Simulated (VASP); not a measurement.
Write the native input for VASP 6.6.1 that does the following.

```yaml
Task: single point
Functional: PBEsol
Potentials_or_basis: VASP PAW PBE potentials, release 64 (Al)
Cutoff: 520 eV
k_mesh: 17 × 17 × 17
Occupations: fermi-dirac, width 0.1 eV
Spin: no spin polarisation
Dipole_correction: no
Further_INCAR_settings: ALGO = Normal; EDIFF = 1e-06; NBANDS = 8
```

The structure of Al lies in POSCAR:

```
Al
1.0
    2.8393027343      0.0000000000      0.0000000000
    1.4196513671      2.4589082969      0.0000000000
    1.4196513671      0.8196360990      2.3182809748
Al
1
Direct
    0.0000000000      0.0000000000      0.0000000000
```

One way to write it, as run:

INCAR

```
ALGO = Normal ; EDIFF = 1E-6
ENCUT = 520 ; GGA = PS
ISIF = 2 ; ISMEAR = -1
LASPH = True ; LCHARG = False
LREAL = False ; LWAVE = False
NBANDS = 8 ; NELM = 100
PREC = Accurate ; SIGMA = 0.1
```

KPOINTS

```
k-points
0
Gamma
  17 17 17
```

Potentials or basis: VASP PAW PBE potentials, release 64 (Al).

Launch:

```console
$ cat potpaw_PBE.64/Al/POTCAR > POTCAR
$ mpirun -np 1 vasp_std > vasp.out
```

It gave:

The pressure is 0.1 GPa.

Caveat: the PAW data sets were made with another functional, which shifts forces and pressure a little.

Wall time 8.5 s on 1 thread of AMD EPYC 9R45 96-Core Processor (Zen 5) (shared host), peak memory 0.11 GiB.
